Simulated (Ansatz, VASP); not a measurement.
## Al4In in VASP and in Ansatz

```
Al In
1.0
    -3.13479    3.13479    3.13479
     3.13479   -3.13479    3.13479
     3.13479    3.13479   -3.13479
Al In
4 1
Direct
  0.50000 0.50000 0.50000
  0.50000 0.00000 0.00000
  0.00000 0.00000 0.50000
  0.00000 0.50000 0.00000
  0.00000 0.00000 0.00000
```

Change from the starting cell: species swapped into the GeF4 type (I-43m, No. 217).

Alike in both runs: functional PBE; k mesh 8 × 8 × 8; occupations gaussian, width 0.1 eV; no spin polarisation.

Ansatz relaxed the structure, and its values are those at the end. VASP's run is a single point on that final structure, the one shown.

```csv
,VASP,Ansatz
version,VASP 6.6.1,Ansatz 0.2.0
potentials or method,"VASP PAW PBE potentials, release 64 (Al, In_d), cutoff 520 eV","scalar-relativistic, plane waves, PAW"
valence electrons in the cell,25,25
```

|  | VASP | Ansatz | Ansatz less VASP |
| --- | --- | --- | --- |
| gap on the k mesh at the Fermi level (eV) | none | none | - |
| pressure (GPa) | 0.0 | 0.0 | +0.03 |

A gap of «none» marks a metal or a gap that the smearing closes. The functional is the same, so the differences come from potentials, cutoffs and numerics.
